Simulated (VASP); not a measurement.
Wanted: the native input for a VASP 6.6.1 run.

| Property | Result |
| --- | --- |
| Task | relaxation of cell and atoms |
| Functional | PBE |
| Potentials or basis | VASP PAW PBE potentials, release 64 (F) |
| Cutoff | 600 eV |
| k mesh | 17 × 17 × 17 |
| Occupations | fermi-dirac, width 0.05 eV |
| Spin | no spin polarisation |
| Dipole correction | no |
| Further INCAR settings | ALGO = Normal; EDIFF = 1e-06; IBRION = 2; EDIFFG = -0.005; NSW = 60; ISIF = 3 |

The structure of F lies in POSCAR:

```
F
1.0
    2.4124354551      0.0000000000      0.0000000000
    0.0000000000      2.4124354551      0.0000000000
    0.0000000000      0.0000000000      2.4124354551
F
1
Direct
    0.0000000000      0.0000000000      0.0000000000
```

These files were run (other wordings do the same):

INCAR

```
SYSTEM = F
ALGO = Normal
EDIFF = 1E-6
EDIFFG = -0.005
ENCUT = 600
GGA = PE
IBRION = 2
ISIF = 3
ISMEAR = -1
LASPH = .True.
LCHARG = .False.
LREAL = .False.
LWAVE = .False.
NELM = 60
NSW = 60
PREC = Accurate
SIGMA = 0.05
```

KPOINTS

```
k-points
0
Gamma
  17 17 17
  0 0 0
```

Potentials or basis: VASP PAW PBE potentials, release 64 (F).

Command:

```bash
$ cat potpaw_PBE.64/F/POTCAR > POTCAR
$ mpirun -np 1 vasp_std > vasp.out
```

Results of the run:

- Relaxed volume: 10.40 Å³/atom
- Relaxed cell: a = 2.183 Å, b = 2.183 Å, c = 2.183 Å, α = 90.00°, β = 90.00°, γ = 90.00°
- Space group after relaxing (to 0.05 Å): Pm-3m (No. 221)
- Energy gained by relaxing: 136.6 meV/atom
- Ionic steps: 19
- Pressure after relaxing: -0.1 GPa

Caveat: the volume moved by over 15 % at a fixed basis, so the end points are rough; an odd number of electrons without spin polarisation forces a metal; a magnetic or distorted state may lie lower.

It took 51 s on 1 thread of Intel(R) Xeon(R) Platinum 8259CL CPU @ 2.50GHz (Skylake/Cascade Lake) (shared host), peak memory 0.13 GiB.
